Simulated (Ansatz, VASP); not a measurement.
Re in VASP and in Ansatz

Contents of INCAR:

```
SYSTEM = Re
PREC = Accurate
ENCUT = 520
EDIFF = 1E-6
ISMEAR = -1
SIGMA = 0.05
LREAL = .FALSE.
LASPH = .TRUE.
NELM = 150
ALGO = Normal
ISIF = 2
LWAVE = .FALSE.
LCHARG = .FALSE.
MAGMOM = 0 0 0 0 0 0 0 0 0 0 0 0
LORBIT = 11
LSORBIT = .TRUE.
GGA_COMPAT = .FALSE.
LORBMOM = .TRUE.
LMAXMIX = 4
GGA = PS
NBANDS = 42
```

File KPOINTS:

```
regular mesh
0
G
  11 11 3
  0 0 0
```

Contents of POSCAR:

```
Re
1.0
    2.7663873939      0.0000000000      0.0000000000
   -1.3831936969      2.3957617598      0.0000000000
    0.0000000000      0.0000000000      8.9388451600
Re
4
Direct
    0.6666666667      0.3333333333      0.7500000000
    0.0000000000      0.0000000000      0.5000000000
    0.3333333333      0.6666666667      0.2500000000
    0.0000000000      0.0000000000      0.0000000000
```

The input input.yaml:

```yaml
crystal:
  lattice:
    - [2.7663873939, 0.0, 0.0]
    - [-1.3831936969, 2.3957617598, 0.0]
    - [0.0, 0.0, 8.93884516]
  atoms:
    - { symbol: Re, position: [0.6666666667, 0.3333333333, 0.75] }
    - { symbol: Re, position: [0.0, 0.0, 0.5] }
    - { symbol: Re, position: [0.3333333333, 0.6666666667, 0.25] }
    - { symbol: Re, position: [0.0, 0.0, 0.0] }
hamiltonian:
  xc: pbesol
  pseudopotentials: { kind: paw_fr }
magnetization:
  noncollinear: true
  spin_orbit: true
kpoints:
  mp_grid: { grid: [11, 11, 3] }
  band_path:
    path:
      - [[0.0, 0.0, 0.0], [0.5, 0.0, 0.0], [0.3333333333, 0.3333333333, 0.0], [0.0, 0.0, 0.0], [0.0, 0.0, 0.5], [0.5, 0.0, 0.5], [0.3333333333, 0.3333333333, 0.5], [0.0, 0.0, 0.5]]
      - [[0.5, 0.0, 0.5], [0.5, 0.0, 0.0]]
      - [[0.3333333333, 0.3333333333, 0.0], [0.3333333333, 0.3333333333, 0.5]]
    npoints: 14
scf:
  occupations: { method: fermi_dirac, width: 0.05 }
  n_extra_bands: 10
output:
  forces: true
  stress: true
  eigenvalues: true
  fatbands: false
```

Alike in both runs: functional PBEsol; k mesh 11 × 11 × 3; occupations fermi-dirac, width 0.05 eV; non-collinear spin, spin-orbit coupling.

|  | VASP | Ansatz |
| --- | --- | --- |
| version | VASP 6.6.1 | Ansatz 0.2.0 |
| potentials or method | VASP PAW PBE potentials, release 64 (Re) | Ansatz PAW |
| plane-wave cutoff (eV) | 520 | 420 |
| valence electrons in the cell | 28 | 60 |
| task | single point | band structure |

```csv
,VASP,Ansatz,Ansatz less VASP
pressure (GPa),-6.1,-6.1,+0.02
"traceless stress, the component that is largest in VASP (GPa)",-0.43,-0.42,+0.015
net moment per atom (μB),0.00,0.00,0.000
```

VASP's potentials were made for PBE, not for PBEsol. The functional is the same, so the differences come from potentials, cutoffs and numerics. VASP's potentials hold 28 valence electrons a cell and Ansatz's 60, so a difference there can come from the potentials and not from the codes.
